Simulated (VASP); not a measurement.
# Ti3Sn (P6_3/mmc) in VASP: further runs

Runs on Ti3Sn. Level: LDA. Tasks: single point, relaxation of cell and atoms.

Program: VASP 6.6.1. These are calculated values, not measurements. Logs are shortened: lines on timing, memory, paths and dates and some standing lists are left out, and cuts for length are marked.

### Step 1. The cell of the first run

Symmetry: P6_3/mmc, No. 194, hexagonal system. The conventional cell has a = 5.776 Å, b = 5.776 Å, c = 4.653 Å, α = 90.00°, β = 90.00°, γ = 120.00°. Ti (site symmetry mm2) has 8 Ti at 2.84 to 2.94 Å and 4 Sn at 2.88 to 2.89 Å within 3.7 Å. Within 3.8 Å of Sn (site symmetry -6m2) lie 12 Ti at 2.88 to 2.89 Å.

### Step 2. Single point, LDA

Input file INCAR:

```
SYSTEM = Ti3Sn
PREC     = Accurate       ! precision mode
ENCUT    = 500            ! plane-wave cutoff, eV
EDIFF    = 1E-6           ! SCF threshold, eV
ISMEAR   = 0              ! smearing method
SIGMA    = 0.1            ! smearing width, eV
LREAL    = .False.        ! projectors in reciprocal space
LASPH    = .True.         ! aspherical terms in the spheres
NELM     = 120            ! most SCF steps
ALGO     = Normal         ! electronic algorithm
ISIF     = 2              ! what is computed and relaxed
LWAVE    = .False.        ! write WAVECAR
LCHARG   = .True.         ! write CHGCAR
GGA      = CA             ! functional
LELF     = .True.         ! ELF
LVHAR    = .True.       
NBANDS   = 60             ! bands
GGA_COMPAT= .False.
```

Input file KPOINTS:

```
Automatic mesh
0
Gamma
  6 6 8
  0 0 0
```

Input file POSCAR:

```
Ti3Sn
1.0
    5.7758714895      0.0000000000      0.0000000000
   -2.8879357448      5.0020514389      0.0000000000
    0.0000000000      0.0000000000      4.6528806122
Ti Sn
6 2
Direct
    0.1639358249      0.3278716499      0.7500000000
    0.6721283501      0.8360641751      0.7500000000
    0.1639358249      0.8360641751      0.7500000000
    0.8360641751      0.6721283501      0.2500000000
    0.3278716499      0.1639358249      0.2500000000
    0.8360641751      0.1639358249      0.2500000000
    0.6666666667      0.3333333333      0.7500000000
    0.3333333333      0.6666666667      0.2500000000
```

Potentials or basis: VASP PAW LDA potentials, release 64 (Ti_sv, Sn_d).

On the command line:

```console
> cat potpaw_LDA.64/Ti_sv/POTCAR potpaw_LDA.64/Sn_d/POTCAR > POTCAR
> mpirun -np 1 vasp_std > vasp.out
```

OUTCAR:

```text
SYSTEM = Ti3Sn
   PREC = Accurate
   ENCUT = 500
   EDIFF = 1E-6
   ISMEAR = 0
   LREAL = .False.
   LASPH = .True.
   NELM = 120
   ISIF = 2
   GGA = CA

 ion  position               nearest neighbor table
   1  0.164  0.328  0.750-   2 2.84   3 2.84   6 2.85   6 2.85   5 2.85   5 2.85   8 2.88   8 2.88
                             7 2.89   7 2.89
   2  0.672  0.836  0.750-   1 2.84   3 2.84   6 2.85   6 2.85   4 2.85   4 2.85   8 2.88   8 2.88
                             7 2.89   7 2.89
   3  0.164  0.836  0.750-   2 2.84   1 2.84   4 2.85   4 2.85   5 2.85   5 2.85   8 2.88   8 2.88
                             7 2.89   7 2.89
   4  0.836  0.672  0.250-   5 2.84   6 2.84   3 2.85   3 2.85   2 2.85   2 2.85   7 2.88   7 2.88
                             8 2.89   8 2.89
   5  0.328  0.164  0.250-   4 2.84   6 2.84   3 2.85   3 2.85   1 2.85   1 2.85   7 2.88   7 2.88
                             8 2.89   8 2.89
   6  0.836  0.164  0.250-   5 2.84   4 2.84   1 2.85   1 2.85   2 2.85   2 2.85   7 2.88   7 2.88
                             8 2.89   8 2.89
   7  0.667  0.333  0.750-   5 2.88   5 2.88   4 2.88   4 2.88   6 2.88   6 2.88   1 2.89   2 2.89
                             3 2.89   3 2.89   1 2.89   2 2.89
   8  0.333  0.667  0.250-   2 2.88   2 2.88   1 2.88   1 2.88   3 2.88   3 2.88   4 2.89   5 2.89
                             6 2.89   6 2.89   4 2.89   5 2.89

  LATTYP: Found a hexagonal cell.
 ALAT       =     5.7758714895
 C/A-ratio  =     0.8055720458

  Lattice vectors:

 A1 = (   5.7758714895,   0.0000000000,   0.0000000000)
 A2 = (  -2.8879357448,   5.0020514389,   0.0000000000)
 A3 = (   0.0000000000,   0.0000000000,   4.6528806122)

Analysis of symmetry for initial positions (statically):
=====================================================================
 Subroutine PRICEL returns:
 Original cell was already a primitive cell.

 Routine SETGRP: Setting up the symmetry group for a
 hexagonal supercell.

 Subroutine GETGRP returns: Found 24 space group operations
 (whereof 12 operations were pure point group operations)
 out of a pool of 24 trial point group operations.

The static configuration has the point symmetry D_3d.
 The point group associated with its full space group is D_6h.

Analysis of symmetry for dynamics (positions and initial velocities):
=====================================================================
 Subroutine PRICEL returns:
 Original cell was already a primitive cell.

 Routine SETGRP: Setting up the symmetry group for a
 hexagonal supercell.

 Subroutine GETGRP returns: Found 24 space group operations
[... 118 lines left out ...]
   EDIFFG = 0.1E-04   stopping-criterion for IOM
   NSW    =      0    number of steps for IOM
   IBRION =     -1    ionic relax: 0-MD 1-quasi-New 2-CG
   NFREE  =      0    steps in history (QN), initial steepest desc. (CG)
   ISIF   =      2    stress and relaxation
   ISYM   =      2    0-nonsym 1-usesym 2-fastsym
   POTIM  = 0.5000    time-step for ionic-motion
   TEBEG  =    0.0;   TEEND  =   0.0 temperature during run
   PSTRESS=    0.0 pullay stress
   NELECT =     100.0000    total number of electrons
   NUPDOWN=      -1.0000    fix difference up-down
   EMIN   =  10.00;   EMAX   =-10.00  energy-range for DOS
   EFERMI =   0.00;   METHOD = LEGACY
   ISMEAR =     0;   SIGMA  =   0.10  broadening in eV -4-tet -1-fermi 0-gaus
   EFERMI_NEDOS =   21; number of points for ismear=-14 and -15
   IALGO  =     38    algorithm
   IMIX   =      4    mixing-type and parameters
     AMIX     =   0.40;   BMIX     =  1.00
     AMIX_MAG =   1.60;   BMIX_MAG =  1.00
  volume/ion in A,a.u.               =      16.80       113.40
  Fermi-wavevector in a.u.,A,eV,Ry     =   1.483357  2.803138 29.937545  2.200347
  Thomas-Fermi vector in A             =   2.597028
   LORBIT       =      0    0 simple, 1 ext, 2 COOP (PROOUT), +10 PAW based schemes
   GGA     = CA    functional components
   LHFCALC =     F    Hartree Fock is set to
   AEXX    =    0.0000 exact exchange contribution
   IVDW    =     0    specifies the selected vdW correction
   LEPSILON=     F    determine dielectric tensor
   LRPA    =     F    only Hartree local field effects (RPA)
 non-spin polarized calculation
 Gauss-broadening in eV      SIGMA  =   0.10
  energy-cutoff  :      500.00
  volume of cell :      134.43
 maximum number of plane-waves:      3441
   NGX = 21   NGY = 21   NGZ = 17

 number of electron     100.0000018 magnetization

 Free energy of the ion-electron system (eV)
  ---------------------------------------------------
  ext. energy  EPLUGINS =         0.00000000
  ---------------------------------------------------
  free energy    TOTEN  =       -63.17971883 eV

  energy without entropy =      -63.13562556  energy(sigma->0) =      -63.15767220

 E-fermi :   9.9534     XC(G=0): -12.2300

 val. band max:        9.9406559093   @ k =   0.0000   0.0000   0.3750
 cond. band min:       9.9561196024   @ k =   0.1667   0.1667   0.2500
 fundamental gap:      0.0154636931
 Fermi energy:         9.9533653647

 k-point     1 :       0.0000    0.0000    0.0000
  band No.  band energies     occupation
      1     -46.0772      2.00000
      2     -45.9763      2.00000
      3     -45.9763      2.00000
      4     -45.9644      2.00000
      5     -45.9219      2.00000
      6     -45.9219      2.00000
[... 1501 lines left out ...]
     59      11.7326      0.00000
     60      11.7843      0.00000

 [... further k-points ...]
[... 5 lines left out ...]
  --------------------------------------------------------------------------------------
  -------------------------------------------------------------------------------------
  Total        0.0613298      0.0613298      0.0909504     -0.0000000     -0.0000000      0.0000000
  in kB        0.7309612      0.7309612      1.0839954     -0.0000000     -0.0000000      0.0000000
  external PRESSURE =       0.8486392 kB  Pullay stress =       0.0000000 kB

 VOLUME and BASIS-vectors are now :
 -----------------------------------------------------------------------------
  energy-cutoff  :      500.00
  volume of cell :      134.43
      direct lattice vectors                 reciprocal lattice vectors
     5.775871490  0.000000000  0.000000000     0.173134046  0.099958988  0.000000000
    -2.887935745  5.002051439  0.000000000     0.000000000  0.199917976  0.000000000
     0.000000000  0.000000000  4.652880612     0.000000000  0.000000000  0.214920623

 POSITION                                       TOTAL-FORCE (eV/Angst)
 -----------------------------------------------------------------------------------
     -0.00000      1.64003      3.48966         0.000000     -0.008457      0.000000
      1.46763      4.18204      3.48966         0.007324      0.004228     -0.000000
     -1.46763      4.18204      3.48966        -0.007324      0.004228     -0.000000
      2.88794      3.36202      1.16322        -0.000000      0.008457     -0.000000
      1.42031      0.82002      1.16322        -0.007324     -0.004228      0.000000
      4.35556      0.82002      1.16322         0.007324     -0.004228      0.000000
      2.88794      1.66735      3.48966        -0.000000     -0.000000      0.000000
     -0.00000      3.33470      1.16322        -0.000000     -0.000000      0.000000
 -----------------------------------------------------------------------------------
    total drift:                               -0.000001      0.000001     -0.000000

  FREE ENERGIE OF THE ION-ELECTRON SYSTEM (eV)
  ---------------------------------------------------
  free  energy   TOTEN  =       -63.1797188291 eV

  energy  without entropy=      -63.1356255621  energy(sigma->0) =      -63.15767220
```

Wall time 2.4 min (1 thread of Intel Xeon 6975P-C (Granite Rapids), shared host); peak memory 0.33 GiB.

What came out:

```yaml
Free_energy: -63.1797 eV
Pressure: 0.1 GPa
Largest_force: 0.008 eV/Å
Band_gap_on_the_k_mesh: zero (bands 50 and 51 overlap by 0.48 eV)
```

Forces on the atoms (eV/Å):
```
Ti   0.000 -0.008  0.000
Ti   0.007  0.004  0.000
Ti  -0.007  0.004  0.000
Ti   0.000  0.008  0.000
Ti  -0.007 -0.004  0.000
Ti   0.007 -0.004  0.000
Sn   0.000  0.000  0.000
Sn   0.000  0.000  0.000
```

Caveat: spin-orbit coupling is left out, which moves the levels of the heavy elements.

### Step 3. Relaxation of cell and atoms, LDA

This run uses another cell than the first one, of 18.04 Å³/atom.

Input file INCAR:

```
SYSTEM = Ti3Sn
PREC = Accurate
ENCUT = 500
EDIFF = 1E-7
ISMEAR = 0
SIGMA = 0.1
LREAL = .FALSE.
LASPH = .TRUE.
NELM = 120
ALGO = Normal
ISIF = 3
LWAVE = .FALSE.
LCHARG = .FALSE.
GGA = CA
IBRION = 2
NSW = 70
EDIFFG = -0.005
GGA_COMPAT = .FALSE.
NELMIN = 4
```

Input file KPOINTS:

```
Automatic mesh
0
G
  6 6 8
  0 0 0
```

Input file POSCAR:

```
Ti3Sn
1.0
    5.9169942601      0.0000000000      0.0000000000
   -2.9584971301      5.1242673433      0.0000000000
    0.0000000000      0.0000000000      4.7598129828
Ti Sn
6 2
Direct
    0.1639483009      0.3278966018      0.7500000000
    0.6721033982      0.8360516991      0.7500000000
    0.1639483009      0.8360516991      0.7500000000
    0.8360516991      0.6721033982      0.2500000000
    0.3278966018      0.1639483009      0.2500000000
    0.8360516991      0.1639483009      0.2500000000
    0.6666666667      0.3333333333      0.7500000000
    0.3333333333      0.6666666667      0.2500000000
```

Potentials or basis: VASP PAW LDA potentials, release 64 (Ti_sv, Sn_d).

On the command line:

```console
> cat potpaw_LDA.64/Ti_sv/POTCAR potpaw_LDA.64/Sn_d/POTCAR > POTCAR
> mpirun -np 1 vasp_std > vasp.out
```

OUTCAR:

```text
SYSTEM = Ti3Sn
   PREC = Accurate
   ENCUT = 500
   EDIFF = 1E-7
   ISMEAR = 0
   LREAL = .FALSE.
   LASPH = .TRUE.
   NELM = 120
   ISIF = 3
   GGA = CA
   IBRION = 2
   NSW = 70
   EDIFFG = -0.005
   NELMIN = 4

 ion  position               nearest neighbor table
   1  0.164  0.328  0.750-   2 2.91   3 2.91   6 2.91   6 2.91   5 2.91   5 2.91   8 2.95   8 2.95
                             7 2.96   7 2.96
   2  0.672  0.836  0.750-   1 2.91   3 2.91   6 2.91   6 2.91   4 2.91   4 2.91   8 2.95   8 2.95
                             7 2.96   7 2.96
   3  0.164  0.836  0.750-   2 2.91   1 2.91   4 2.91   4 2.91   5 2.91   5 2.91   8 2.95   8 2.95
                             7 2.96   7 2.96
   4  0.836  0.672  0.250-   5 2.91   6 2.91   3 2.91   3 2.91   2 2.91   2 2.91   7 2.95   7 2.95
                             8 2.96   8 2.96
   5  0.328  0.164  0.250-   4 2.91   6 2.91   3 2.91   3 2.91   1 2.91   1 2.91   7 2.95   7 2.95
                             8 2.96   8 2.96
   6  0.836  0.164  0.250-   5 2.91   4 2.91   1 2.91   1 2.91   2 2.91   2 2.91   7 2.95   7 2.95
                             8 2.96   8 2.96
   7  0.667  0.333  0.750-   6 2.95   6 2.95   5 2.95   5 2.95   4 2.95   4 2.95   1 2.96   2 2.96
                             3 2.96   3 2.96   1 2.96   2 2.96
   8  0.333  0.667  0.250-   3 2.95   3 2.95   2 2.95   2 2.95   1 2.95   1 2.95   4 2.96   5 2.96
                             6 2.96   6 2.96   4 2.96   5 2.96

  LATTYP: Found a hexagonal cell.
 ALAT       =     5.9169942601
 C/A-ratio  =     0.8044308941

  Lattice vectors:

 A1 = (   5.9169942601,   0.0000000000,   0.0000000000)
 A2 = (  -2.9584971301,   5.1242673433,   0.0000000000)
 A3 = (   0.0000000000,   0.0000000000,   4.7598129828)

Analysis of symmetry for initial positions (statically):
=====================================================================
 Subroutine PRICEL returns:
 Original cell was already a primitive cell.

 Routine SETGRP: Setting up the symmetry group for a
 hexagonal supercell.

 Subroutine GETGRP returns: Found 24 space group operations
 (whereof 12 operations were pure point group operations)
 out of a pool of 24 trial point group operations.

The static configuration has the point symmetry D_3d.
 The point group associated with its full space group is D_6h.
[... 154 lines left out ...]
   IVDW    =     0    specifies the selected vdW correction
   LEPSILON=     F    determine dielectric tensor
   LRPA    =     F    only Hartree local field effects (RPA)
 conjugate gradient relaxation of ions
 non-spin polarized calculation
 Gauss-broadening in eV      SIGMA  =   0.10
  energy-cutoff  :      500.00
  volume of cell :      144.32
 maximum number of plane-waves:      3714
 NGX is ok and might be reduce to    48
   NGX = 21   NGY = 21   NGZ = 17

--------------------------------------- Ionic step        1  -------------------------------------------

 number of electron     100.0000000 magnetization

 number of electron      99.9999993 magnetization

 Free energy of the ion-electron system (eV)
  ---------------------------------------------------
  ext. energy  EPLUGINS =         0.00000000
  ---------------------------------------------------
  free energy    TOTEN  =       -62.91914812 eV

  energy without entropy =      -62.87136715  energy(sigma->0) =      -62.89525763

------------------------ aborting loop because EDIFF is reached ----------------------------------------

  FORCE on cell =-STRESS in cart. coord.  units (eV):
  Direction    XX          YY          ZZ          XY          YZ          ZX
  --------------------------------------------------------------------------------------
  -------------------------------------------------------------------------------------
  Total       -7.3712347     -7.3712347     -7.4410523      0.0000000      0.0000000      0.0000000
  in kB      -81.8329115    -81.8329115    -82.6080028      0.0000000      0.0000000      0.0000000
  external PRESSURE =     -82.0912752 kB  Pullay stress =       0.0000000 kB
[... 29 lines left out ...]
--------------------------------------- Ionic step        2  -------------------------------------------

 number of electron     100.0000013 magnetization

 E-fermi :  10.7872     XC(G=0): -12.5677

 val. band max:       10.7759276818   @ k =   0.1667  -0.0000   0.5000
 cond. band min:      10.7906474996   @ k =   0.3333  -0.0000   0.2500
 fundamental gap:      0.0147198178
 Fermi energy:        10.7871812414

 k-point     1 :       0.0000    0.0000    0.0000
  band No.  band energies     occupation
      1     -45.1225      2.00000
      2     -44.9912      2.00000
      3     -44.9912      2.00000
      4     -44.9742      2.00000
      5     -44.9197      2.00000
      6     -44.9197      2.00000
[... 1754 lines left out ...]
--------------------------------------- Ionic step        8  -------------------------------------------

 number of electron     100.0000000 magnetization

 Free energy of the ion-electron system (eV)
  ---------------------------------------------------
  ext. energy  EPLUGINS =         0.00000000
  ---------------------------------------------------
  free energy    TOTEN  =       -63.18454356 eV

  energy without entropy =      -63.14029094  energy(sigma->0) =      -63.16241725

 E-fermi :   9.9404     XC(G=0): -12.2250

 val. band max:        9.9272461802   @ k =   0.0000   0.0000   0.3750
 cond. band min:       9.9438906773   @ k =   0.1667   0.1667   0.2500
 fundamental gap:      0.0166444971
 Fermi energy:         9.9404078809

 k-point     1 :       0.0000    0.0000    0.0000
  band No.  band energies     occupation
      1     -46.0918      2.00000
      2     -45.9912      2.00000
      3     -45.9912      2.00000
      4     -45.9792      2.00000
      5     -45.9368      2.00000
      6     -45.9368      2.00000
[... 1538 lines left out ...]
  FREE ENERGIE OF THE ION-ELECTRON SYSTEM (eV)
  ---------------------------------------------------
  free  energy   TOTEN  =       -63.1845435618 eV

  energy  without entropy=      -63.1402909387  energy(sigma->0) =      -63.16241725

 reached required accuracy - stopping structural energy minimisation
```

Run time: 16 min. Hardware: 1 thread of Intel Xeon 6975P-C (Granite Rapids), shared host; peak memory 0.38 GiB.

What came out:

| Property | Result |
| --- | --- |
| Free energy | -63.1845 eV |
| Relaxed volume | 16.82 Å³/atom |
| Relaxed cell | a = 5.778 Å, b = 5.778 Å, c = 4.654 Å, α = 90.00°, β = 90.00°, γ = 120.00° |
| Space group after relaxing (to 0.1 Å) | P6_3/mmc (No. 194) |
| Energy gained by relaxing | 33.2 meV/atom |
| Ionic steps | 8 |
| Pressure after relaxing | 0.0 GPa |
| Band gap on the k mesh | zero (bands 50 and 51 overlap by 0.48 eV) |

The path:
| step | energy change (eV) | largest force (eV/Å) | pressure (GPa) | volume (Å³) |
| --- | --- | --- | --- | --- |
| 1 | 0.0000 | 0.0425 | -8.21 | 144.32 |
| 2 | -0.0009 | 0.0249 | 10.27 | 125.86 |
| 3 | -0.2652 | 0.0043 | -0.10 | 134.67 |
| 4 | -0.2652 | 0.0034 | -0.02 | 134.48 |
| 5 | -0.2650 | 0.0027 | 0.18 | 134.29 |
| 6 | -0.2654 | 0.0001 | -0.06 | 134.62 |
| 7 | -0.2654 | 0.0001 | -0.03 | 134.59 |
| 8 | -0.2654 | 0.0010 | 0.00 | 134.56 |

Final structure:
```
Ti Sn
1.0
     5.77780    0.00000    0.00000
    -2.88890    5.00372    0.00000
     0.00000    0.00000    4.65430
Ti Sn
6 2
Direct
  0.16383 0.32767 0.75000
  0.67233 0.83617 0.75000
  0.16383 0.83617 0.75000
  0.83617 0.67233 0.25000
  0.32767 0.16383 0.25000
  0.83617 0.16383 0.25000
  0.66667 0.33333 0.75000
  0.33333 0.66667 0.25000
```

Caveat: spin-orbit coupling is left out, which moves the levels of the heavy elements.
